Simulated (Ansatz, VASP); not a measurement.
One calculation of SnO2, two programs

```
CELL_PARAMETERS angstrom
4.82652 0.00000 0.00000
0.00000 4.82837 0.00000
0.00000 0.00000 3.23817
ATOMIC_POSITIONS crystal
Sn 0.49421 0.49422 0.48504
Sn 0.99421 0.99422 0.98504
O 0.30650 0.30666 0.00000
O 0.80650 0.19334 0.50000
O 0.19350 0.80666 0.50000
O 0.69350 0.69334 0.00000
```

Change from the starting cell: all Sn atoms moved +0.062 Å, as atom 1 towards its neighbour atom 3 (O) at 2.089 Å.

Alike in both runs: task single point; functional PBE; k mesh 6 × 6 × 8; occupations gaussian, width 0.05 eV; no spin polarisation.

```csv
,VASP,Ansatz
version,VASP 6.6.1,Ansatz 0.2.0
potentials or method,"VASP PAW PBE potentials, release 64 (Sn_d, O), cutoff 520 eV","scalar-relativistic, plane waves, PAW"
valence electrons in the cell,52,52
```

```csv
,VASP,Ansatz,Ansatz less VASP
gap on the k mesh at the Fermi level (eV),0.67,0.68,+0.012
least direct gap on the mesh (eV),0.67,0.68,+0.012
pressure (GPa),1.1,0.5,-0.60
"traceless stress, the component that is largest in VASP (GPa)",0.36,0.16,-0.196
rms of the force components (eV/Å),0.426,0.415,-0.0110
```

Atom by atom the forces differ by 0.013 eV/Å (rms over components).
